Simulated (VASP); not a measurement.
# TiSi16 (a cell with a defect) in VASP: notebook, part 2 of 2

VASP 6.6.1. The steps go on from the part before.

## (4) Single point, PBEsol

File INCAR:

```
  PREC = Accurate
  ENCUT = 520
  EDIFF = 1E-6
  ISMEAR = 0
  SIGMA = 0.05
  LREAL = Auto
  LASPH = T
  NELM = 80
  ALGO = Normal
  ISIF = 2
  LWAVE = F
  LCHARG = F
  GGA = PS
  NBANDS = 52
```

File KPOINTS:

```
Automatic mesh
0
Gamma
  2 2 2
```

File POSCAR:

```
TiSi16
1.0
    0.0000000000      5.4300000000      5.4300000000
    5.4300000000      0.0000000000      5.4300000000
    5.4300000000      5.4300000000      0.0000000000
Si Ti
16 1
Direct
    0.0041360958     -0.0122044199      0.0040176796
    0.1283965930      0.1219864641      0.1276310313
   -0.0042895028      0.0015075506      0.5012486188
    0.1283180479      0.1218548803      0.6218909761
    0.0041424494      0.5040455801      0.0040127993
    0.1250892265      0.6249507366      0.1250081952
    0.0040824125      0.5040501842      0.4878170350
    0.1283272560      0.6279092081      0.6219000000
    0.5019225599      0.0015584715     -0.0050715470
    0.6221720074      0.1221165746      0.1276640884
    0.5018701657      0.0015443831      0.5012541436
    0.6253921731      0.1249798343      0.6246109576
    0.4879424494      0.5040444751      0.0039571823
    0.6221892265      0.6280122468      0.1276651013
    0.5018762431      0.4952941068      0.5012535912
    0.6220101289      0.6279815838      0.6219906077
    0.8752353591      0.3749655617      0.8748152855
```

Run with:

```bash
cat potpaw_PBE.64/Si/POTCAR potpaw_PBE.64/Ti_sv/POTCAR > POTCAR
mpirun -np 1 vasp_std > vasp.out
```

Wall time 3 min (1 thread of AMD EPYC 9R45 (Zen 5), shared host); peak memory 0.45 GiB.

Results (log left out):

- Free energy: -98.3261 eV
- Pressure: 2.0 GPa
- Largest force: 0.037 eV/Å
- Band gap on the k mesh: zero (bands 38 and 39 overlap by 0.41 eV)

Forces in eV/Å, atoms in the order of the input:
```
Si   0.014 -0.020  0.026
Si   0.003 -0.004 -0.003
Si  -0.008  0.009  0.008
Si   0.009 -0.002  0.000
Si  -0.027 -0.020 -0.014
Si   0.001 -0.001 -0.001
Si   0.017  0.024 -0.018
Si   0.000 -0.003 -0.008
Si   0.007  0.004 -0.007
Si   0.000  0.003 -0.003
Si  -0.005 -0.007 -0.008
Si   0.001  0.000 -0.001
Si  -0.024  0.017  0.023
Si   0.004  0.003  0.000
Si   0.008 -0.007  0.005
Si  -0.003  0.002  0.003
Ti   0.004  0.000 -0.003
```

Levels at points of the mesh, in eV from the Fermi level:
```tsv
k point	band 34	band 35	band 36	band 37	band 38	band 39	band 40	band 41
(0.00, 0.00, 0.00)	-0.94	-0.94	-0.94	-0.38	-0.38	-0.38	-0.13	-0.13
(0.50, 0.00, 0.00)	-1.93	-1.30	-1.30	-0.27	0.03	0.04	0.44	0.44
(0.00, 0.50, 0.00)	-1.93	-1.30	-1.29	-0.27	0.03	0.04	0.44	0.44
(0.00, 0.00, 0.50)	-1.93	-1.30	-1.29	-0.27	0.03	0.03	0.44	0.44
(0.50, 0.50, 0.50)	-1.93	-1.30	-1.29	-0.27	0.03	0.04	0.44	0.44
(0.50, 0.50, 0.00)	-1.94	-1.94	-1.82	-0.71	-0.04	0.59	0.59	1.09
(0.00, 0.50, 0.50)	-1.94	-1.94	-1.82	-0.71	-0.04	0.59	0.59	1.09
(0.50, 0.00, 0.50)	-1.94	-1.94	-1.82	-0.71	-0.04	0.59	0.59	1.09
```

Caveat: the k points lie up to 0.50 Å⁻¹ apart; the PAW data sets were made with another functional, which shifts forces and pressure a little.

## (5) Relaxation of the atoms, PBEsol

File INCAR:

```
SYSTEM = TiSi16
PREC     = Accurate       ! precision mode
ENCUT    = 520            ! plane-wave cutoff, eV
EDIFF    = 1E-6           ! SCF threshold, eV
ISMEAR   = 0              ! smearing method
SIGMA    = 0.05           ! smearing width, eV
LREAL    = Auto         
LASPH    = .True.         ! aspherical terms in the spheres
NELM     = 60             ! most SCF steps
ALGO     = Normal         ! electronic algorithm
ISIF     = 2              ! what is computed and relaxed
LWAVE    = .False.        ! write WAVECAR
LCHARG   = .False.        ! write CHGCAR
GGA      = PS             ! functional
IBRION   = 2              ! ionic algorithm
NSW      = 80             ! ionic steps
EDIFFG   = -0.03          ! ionic threshold
```

File KPOINTS:

```
regular mesh
0
Gamma
  2 2 2
  0 0 0
```

File POSCAR:

```
TiSi16
1.0
    0.0000000000      5.4300000000      5.4300000000
    5.4300000000      0.0000000000      5.4300000000
    5.4300000000      5.4300000000      0.0000000000
Si Ti
16 1
Direct
    0.0000000000      0.0000000000      0.0000000000
    0.1250000000      0.1250000000      0.1250000000
    0.0000000000      0.0000000000      0.5000000000
    0.1250000000      0.1250000000      0.6250000000
    0.0000000000      0.5000000000      0.0000000000
    0.1250000000      0.6250000000      0.1250000000
    0.0000000000      0.5000000000      0.5000000000
    0.1250000000      0.6250000000      0.6250000000
    0.5000000000      0.0000000000      0.0000000000
    0.6250000000      0.1250000000      0.1250000000
    0.5000000000      0.0000000000      0.5000000000
    0.6250000000      0.1250000000      0.6250000000
    0.5000000000      0.5000000000      0.0000000000
    0.6250000000      0.6250000000      0.1250000000
    0.5000000000      0.5000000000      0.5000000000
    0.6250000000      0.6250000000      0.6250000000
    0.7498238700      0.7447122300      0.7518558700
```

Run with:

```bash
cat potpaw_PBE.64/Si/POTCAR potpaw_PBE.64/Ti_sv/POTCAR > POTCAR
mpirun -np 1 vasp_std > vasp.out
```

Run time: 9 min. Hardware: 1 thread of Intel Xeon 6975P-C (Granite Rapids), shared host; peak memory 0.56 GiB.

Results (log left out):

| Item | Value |
| --- | --- |
| Free energy | -98.3256 eV |
| Energy gained by relaxing | 21.0 meV/atom |
| Ionic steps | 6 |
| Pressure after relaxing | 2.1 GPa |
| Largest force after relaxing | 0.014 eV/Å |
| Band gap on the k mesh | zero (bands 38 and 39 overlap by 0.41 eV) |

Forces in eV/Å, atoms in the order of the input:
```
Si   0.000  0.000  0.000
Si   0.003 -0.001  0.005
Si  -0.005  0.005  0.012
Si   0.001 -0.003  0.005
Si   0.001  0.008 -0.001
Si  -0.004  0.006 -0.002
Si  -0.007 -0.002 -0.003
Si  -0.002  0.002 -0.004
Si   0.010  0.006 -0.006
Si   0.005 -0.004  0.001
Si  -0.007 -0.009 -0.007
Si  -0.002  0.001 -0.003
Si  -0.002 -0.001 -0.006
Si  -0.001  0.003 -0.005
Si   0.005 -0.002  0.009
Si  -0.002  0.002 -0.003
Ti   0.006 -0.009  0.008
```

Step by step:
```csv
step,energy change (eV),largest force (eV/Å),pressure (GPa)
1,0.0000,1.9064,2.89
2,-0.3507,0.3351,2.03
3,-0.3517,0.2170,2.05
4,-0.3566,0.1374,2.05
5,-0.3567,0.1124,2.05
6,-0.3576,0.0140,2.06
```

Final structure:
```
Si Ti
1.0
     0.00000    5.43000    5.43000
     5.43000    0.00000    5.43000
     5.43000    5.43000    0.00000
Si Ti
16 1
Direct
  0.99999 0.00006 0.99998
  0.12351 0.12328 0.12360
  0.00301 0.00261 0.49717
  0.12349 0.12325 0.62961
  0.00288 0.49695 0.00306
  0.12334 0.62969 0.12344
  0.00284 0.49694 0.49705
  0.13691 0.62097 0.62104
  0.49711 0.00257 0.00314
  0.62962 0.12321 0.12354
  0.49709 0.00253 0.49713
  0.62129 0.13603 0.62132
  0.49699 0.49691 0.00297
  0.62092 0.62087 0.13724
  0.49996 0.49891 0.50039
  0.62083 0.62080 0.62085
  0.75003 0.74912 0.75032
```

Levels at points of the mesh, in eV from the Fermi level:
```csv
k point,band 33,band 34,band 35,band 36,band 37,band 38,band 39,band 40,band 41,band 42
"(0.00, 0.00, 0.00)",-1.66,-0.95,-0.94,-0.94,-0.38,-0.38,-0.37,-0.13,-0.13,0.22
"(0.50, 0.00, 0.00)",-1.93,-1.93,-1.30,-1.29,-0.27,0.03,0.04,0.44,0.44,0.79
"(0.00, 0.50, 0.00)",-1.93,-1.93,-1.30,-1.30,-0.27,0.03,0.03,0.44,0.44,0.79
"(0.00, 0.00, 0.50)",-1.93,-1.93,-1.30,-1.29,-0.27,0.03,0.04,0.44,0.44,0.79
"(0.50, 0.50, 0.50)",-1.93,-1.93,-1.30,-1.29,-0.27,0.03,0.04,0.44,0.44,0.79
"(0.50, 0.50, 0.00)",-2.41,-1.94,-1.94,-1.82,-0.71,-0.04,0.59,0.59,1.09,1.33
"(0.00, 0.50, 0.50)",-2.41,-1.94,-1.94,-1.82,-0.71,-0.04,0.59,0.59,1.09,1.33
"(0.50, 0.00, 0.50)",-2.41,-1.94,-1.94,-1.82,-0.71,-0.04,0.59,0.59,1.09,1.33
```

Caveat: the k points lie up to 0.50 Å⁻¹ apart; the PAW data sets were made with another functional, which shifts forces and pressure a little.
